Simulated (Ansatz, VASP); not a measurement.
## One calculation of SiNi, two programs

Contents of INCAR:

```
PREC = Accurate
ENCUT = 600
EDIFF = 1E-6
ISMEAR = 0
SIGMA = 0.1
LREAL = F
LASPH = T
NELM = 120
ALGO = Normal
ISIF = 2
LWAVE = F
LCHARG = F
GGA = PS
NBANDS = 38
GGA_COMPAT = F
```

File KPOINTS:

```
regular mesh
0
Gamma
  7 6 10
```

POSCAR

```
SiNi
1.0
    5.0878282948      0.0000000000      0.0000000000
    0.0000000000      5.5278301827      0.0000000000
    0.0000000000      0.0000000000      3.3577714925
Si Ni
4 4
Direct
    0.6785723350      0.0865554847      0.7500000000
    0.8214276650      0.5865554847      0.2500000000
    0.1785723350      0.4134445153      0.7500000000
    0.3214276650      0.9134445153      0.2500000000
    0.9906992727      0.1873863667      0.2500000000
    0.5093007273      0.6873863667      0.7500000000
    0.4906992727      0.3126136333      0.2500000000
    0.0093007273      0.8126136333      0.7500000000
```

Input for Ansatz:

```yaml
crystal:
  lattice:
    - [5.0878282948, 0.0, 0.0]
    - [0.0, 5.5278301827, 0.0]
    - [0.0, 0.0, 3.3577714925]
  atoms:
    - { symbol: Si, position: [0.678572335, 0.0865554847, 0.75] }
    - { symbol: Si, position: [0.821427665, 0.5865554847, 0.25] }
    - { symbol: Si, position: [0.178572335, 0.4134445153, 0.75] }
    - { symbol: Si, position: [0.321427665, 0.9134445153, 0.25] }
    - { symbol: Ni, position: [0.9906992727, 0.1873863667, 0.25] }
    - { symbol: Ni, position: [0.5093007273, 0.6873863667, 0.75] }
    - { symbol: Ni, position: [0.4906992727, 0.3126136333, 0.25] }
    - { symbol: Ni, position: [0.0093007273, 0.8126136333, 0.75] }
basis:
  ecutwfc: 420
kpoints:
  mp_grid: { grid: [7, 6, 10] }
hamiltonian:
  xc: pbesol
scf:
  occupations: { method: gaussian, width: 0.1 }
output:
  forces: true
  stress: true
  eigenvalues: true
```

Alike in both runs: task single point; functional PBEsol; k mesh 7 × 6 × 10; occupations gaussian, width 0.1 eV; no spin polarisation.

```csv
,VASP,Ansatz
version,VASP 6.6.1,Ansatz 0.2.0
potentials or method,"VASP PAW PBE potentials, release 64 (Si, Ni), cutoff 600 eV","scalar-relativistic, plane waves, PAW"
valence electrons in the cell,56,88
```

```csv
,VASP,Ansatz,Ansatz less VASP
gap on the k mesh at the Fermi level (eV),none,none,-
pressure (GPa),0.2,0.0,-0.14
"traceless stress, the component that is largest in VASP (GPa)",1.01,0.92,-0.093
rms of the force components (eV/Å),0.009,0.007,-0.0028
```

VASP's potentials were made for PBE, not for PBEsol. Atom by atom the forces differ by 0.006 eV/Å (rms over components). A gap of «none» marks a metal or a gap that the smearing closes. VASP's potentials hold 56 valence electrons a cell and Ansatz's 88, so a difference there can come from the potentials and not from the codes.
